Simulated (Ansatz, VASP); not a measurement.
LiF in VASP and in Ansatz

Contents of INCAR:

```
  PREC = Accurate
  ENCUT = 520
  EDIFF = 1E-6
  ISMEAR = 0
  SIGMA = 0.05
  LREAL = False
  LASPH = True
  NELM = 100
  ALGO = Normal
  ISIF = 2
  LWAVE = False
  LCHARG = True
  GGA = PE
  LELF = True
  LVHAR = True
  NBANDS = 18
```

File KPOINTS:

```
regular mesh
0
Gamma
  9 9 6
```

The input POSCAR:

```
LiF
1.0
    3.0872495155      0.0000000000      0.0000000000
   -1.5436247577      2.6736365083      0.0000000000
    0.0000000000      0.0000000000      4.4224849310
Li F
2 2
Direct
    0.3333333333      0.6666666667      0.3810713234
    0.6666666667      0.3333333333      0.8810713234
    0.3333333333      0.6666666667      0.9939266766
    0.6666666667      0.3333333333      0.4939266766
```

Input for Ansatz:

```yaml
crystal:
  lattice:
    - [3.0872495155, 0.0, 0.0]
    - [-1.5436247577, 2.6736365083, 0.0]
    - [0.0, 0.0, 4.422484931]
  atoms:
    - { symbol: Li, position: [0.3333333333, 0.6666666667, 0.3810713234] }
    - { symbol: Li, position: [0.6666666667, 0.3333333333, 0.8810713234] }
    - { symbol: F, position: [0.3333333333, 0.6666666667, 0.9939266766] }
    - { symbol: F, position: [0.6666666667, 0.3333333333, 0.4939266766] }
basis:
  ecutwfc: 520.0
kpoints:
  mp_grid: { grid: [9, 9, 6] }
hamiltonian:
  xc: pbe
scf:
  occupations: { method: gaussian, width: 0.05 }
output:
  forces: true
  stress: true
  eigenvalues: true
```

Alike in both runs: task single point; functional PBE; k mesh 9 × 9 × 6; occupations gaussian, width 0.05 eV; no spin polarisation.

|  | VASP | Ansatz |
| --- | --- | --- |
| version | VASP 6.6.1 | Ansatz 0.2.0 |
| potentials or method | VASP PAW PBE potentials, release 64 (Li_sv, F), cutoff 520 eV | scalar-relativistic, plane waves, PAW |
| valence electrons in the cell | 20 | 20 |

|  | VASP | Ansatz | Ansatz less VASP |
| --- | --- | --- | --- |
| gap on the k mesh at the Fermi level (eV) | 8.16 | 8.18 | +0.015 |
| least direct gap on the mesh (eV) | 8.16 | 8.18 | +0.015 |
| rms of the force components (eV/Å) | 0.410 | 0.387 | -0.0228 |

Atom by atom the forces differ by 0.023 eV/Å (rms over components).

Noted on VASP's run: the cutoff is short for stress, so the pressure is rough.
